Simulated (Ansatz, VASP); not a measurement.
## Zn in VASP and in Ansatz

The input POSCAR:

```
Zn
1.0
   -1.4916324196      1.4916324196      1.4916324196
    1.4916324196     -1.4916324196      1.4916324196
    1.4916324196      1.4916324196     -1.4916324196
Zn
1
Direct
    0.0000000000      0.0000000000      0.0000000000
```

File INCAR.step1:

```
SYSTEM = Zn
PREC     = Accurate       ! precision mode
ENCUT    = 520            ! plane-wave cutoff, eV
ISMEAR   = -1             ! smearing method
SIGMA    = 0.1            ! smearing width, eV
LREAL    = .False.        ! projectors in reciprocal space
LASPH    = .True.         ! aspherical terms in the spheres
NELM     = 100            ! most SCF steps
NBANDS   = 12             ! bands
GGA      = PE             ! functional
ALGO     = Normal         ! electronic algorithm
EDIFF    = 1E-4           ! SCF threshold, eV
LWAVE    = .True.         ! write WAVECAR
LCHARG   = .False.        ! write CHGCAR
```

Contents of INCAR.step2:

```
SYSTEM = Zn
PREC     = Accurate       ! precision mode
ENCUT    = 520            ! plane-wave cutoff, eV
EDIFF    = 1E-7           ! SCF threshold, eV
ISMEAR   = -1             ! smearing method
SIGMA    = 0.1            ! smearing width, eV
LREAL    = .False.        ! projectors in reciprocal space
LASPH    = .True.         ! aspherical terms in the spheres
NELM     = 100            ! most SCF steps
ALGO     = Normal         ! electronic algorithm
ISIF     = 2              ! what is computed and relaxed
LWAVE    = .False.        ! write WAVECAR
LCHARG   = .False.        ! write CHGCAR
METAGGA  = R2SCAN         ! meta-GGA
LMIXTAU  = .True.       
NBANDS   = 12             ! bands
ISTART   = 1
```

The input KPOINTS:

```
Automatic mesh
0
Gamma
  16 16 16
  0 0 0
```

Input for Ansatz:

```yaml
crystal:
  lattice:
    - [-1.4916324196, 1.4916324196, 1.4916324196]
    - [1.4916324196, -1.4916324196, 1.4916324196]
    - [1.4916324196, 1.4916324196, -1.4916324196]
  atoms:
    - { symbol: Zn, position: [0.0, 0.0, 0.0] }
hamiltonian:
  xc: r2scan
  pseudopotentials:
    kind: paw
    azcp:
      Zn: "pseudopotentials/Zn.paw.azcp"
basis:
  ecutwfc: 500
  fft_grid_basis: typed
kpoints:
  mp_grid: { grid: [16, 16, 16], shift: [0, 0, 0] }
magnetization:
  spin_polarized: false
scf:
  occupations: { method: fermi_dirac, width: 0.1 }
  lower_state_search: "off"
output:
  stress: true
```

Alike in both runs: task single point; functional r2SCAN; k mesh 16 × 16 × 16; occupations fermi-dirac, width 0.1 eV; no spin polarisation.

```csv
,VASP,Ansatz
version,VASP 6.6.1,Ansatz 0.2.0
potentials or method,"VASP PAW PBE potentials, release 64 (Zn), cutoff 520 eV","plane waves (500 eV) with PAW, scalar-relativistic"
valence electrons in the cell,12,12
```

```tsv
	VASP	Ansatz	Ansatz less VASP
pressure (GPa)	9.2	8.8	-0.36
```

VASP's potentials were made for PBE, not for r2SCAN. The functional is the same, so the differences come from potentials, cutoffs and numerics.
